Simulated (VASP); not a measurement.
The system is CuI.

```
Cu I
1.0
     3.73317   -3.71109    0.00000
     3.73317    3.71109    0.00000
     0.00000    0.00000    4.30700
Cu I
2 2
Direct
  0.42044 0.57956 0.75000
  0.57956 0.42044 0.25000
  0.77004 0.22996 0.75000
  0.22996 0.77004 0.25000
```

Base run:

```yaml
Program: VASP 6.6.1
Functional: LDA
Potentials_or_basis: VASP PAW LDA potentials, release 64 (Cu, I)
Cutoff: 520 eV
k_mesh: 4 × 4 × 6
Occupations: gaussian, width 0.01 eV
Spin: no spin polarisation
```

Its results: band gap on the k mesh 0.90 eV; pressure -3.2 GPa; largest force 0.378 eV/Å.

Q: The run is repeated on the same cell with these changes: functional from LDA to PBEsol; potentials or basis from VASP PAW LDA potentials, release 64 (Cu, I) to VASP PAW PBE potentials, release 64 (Cu, I). What comes out?

A: Band gap on the k mesh 0.94 eV; pressure -1.3 GPa; largest force 0.158 eV/Å.

Caveats: spin-orbit coupling is left out, which moves the levels of the heavy elements; the cell stands under tension (at least some runs); the PAW data sets were made with another functional, which shifts forces and pressure a little (at least some runs).

